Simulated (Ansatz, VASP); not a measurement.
**In, level by level in two programs**

```xyz
1
Lattice="-1.8699 1.8699 1.8699 1.8699 -1.8699 1.8699 1.8699 1.8699 -1.8699" Properties=species:S:1:pos:R:3 pbc="T T T"
In    0.0000    0.0000    0.0000
```

Single points on this cell with VASP 6.6.1 and Ansatz 0.2.0. Each row is one pair of runs. Alike in all rows: spin: off; smearing: fermi-dirac, width 0.05 eV.

| level | k mesh | VASP's potentials, cutoff | Ansatz's potentials, cutoff | gap on the k mesh at the Fermi level (eV), VASP | gap on the k mesh at the Fermi level (eV), Ansatz | pressure (GPa), VASP | pressure (GPa), Ansatz |
| --- | --- | --- | --- | --- | --- | --- | --- |
| LDA | 10 × 10 × 10 | VASP PAW LDA potentials, release 64 (In_d), 520 eV | Ansatz PAW, 420 eV | none | none | -2.1 | -2.2 |
| r2SCAN | 10 × 10 × 10 | VASP PAW PBE potentials, release 64 (In_d), 520 eV | Ansatz PAW, 500 eV | none | none | 0.7 | 0.6 |
| PBE-based screened hybrid | 5 × 5 × 5 | VASP PAW PBE potentials, release 64 (In_d), 520 eV | Ansatz PAW, 420 eV | none | none | 0.5 | 0.7 |

Pressure (GPa): the two programs differ by at most 0.22.

A gap of «none» marks a metal or a gap that the smearing closes.

The k mesh is coarse in some rows, so the values compare programs but aren't converged.
